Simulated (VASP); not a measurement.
Write the native input for VASP 6.6.1 that does the following.

| Quantity | Value |
| --- | --- |
| Task | single point |
| Functional | PBE |
| Dispersion | D3(BJ) |
| Potentials or basis | VASP PAW PBE potentials, release 64 (W_sv, Se) |
| Cutoff | 520 eV |
| k mesh | 9 × 9 × 2 |
| Occupations | gaussian, width 0.05 eV |
| Spin | no spin polarisation |
| Dipole correction | no |
| Further INCAR settings | ALGO = Normal; EDIFF = 1e-06; NBANDS = 35 |

The structure of WSe2 lies in POSCAR:

```
WSe2
1.0
    3.2790216039      0.0000000000      0.0000000000
   -1.6395108019      2.8397160085      0.0000000000
    0.0000000000      0.0000000000     12.7878979243
W Se
2 4
Direct
    0.3333333333      0.6666666667      0.2500000000
    0.6666666667      0.3333333333      0.7500000000
    0.3333333333      0.6666666667      0.6182859564
    0.6666666667      0.3333333333      0.1182859564
    0.3333333333      0.6666666667      0.8817140436
    0.6666666667      0.3333333333      0.3817140436
```

These files were run (other wordings do the same):

INCAR

```
  ALGO = Normal
  EDIFF = 1E-6
  ENCUT = 520
  GGA = PE
  ISIF = 2
  ISMEAR = 0
  IVDW = 12
  LASPH = T
  LCHARG = F
  LREAL = F
  LWAVE = F
  NBANDS = 35
  NELM = 100
  PREC = Accurate
  SIGMA = 0.05
```

KPOINTS

```
k-points
0
Gamma
  9 9 2
```

Potentials or basis: VASP PAW PBE potentials, release 64 (W_sv, Se).

The run is started by

```sh
$ cat potpaw_PBE.64/W_sv/POTCAR potpaw_PBE.64/Se/POTCAR > POTCAR
$ mpirun -np 1 vasp_std > vasp.out
```

It gave:

```yaml
Pressure: 0.3 GPa
Largest_force: 0.048 eV/Å
Band_gap_on_the_k_mesh: 0.99 eV, indirect (least direct gap 1.56 eV)
Dispersion_energy_per_atom: -0.476 eV
```

Caveat: spin-orbit coupling is left out, which moves the levels of the heavy elements.

Wall time 71 s on 1 thread of Intel(R) Xeon(R) Platinum 8488C (Sapphire Rapids), on a shared host, peak memory 0.28 GiB.
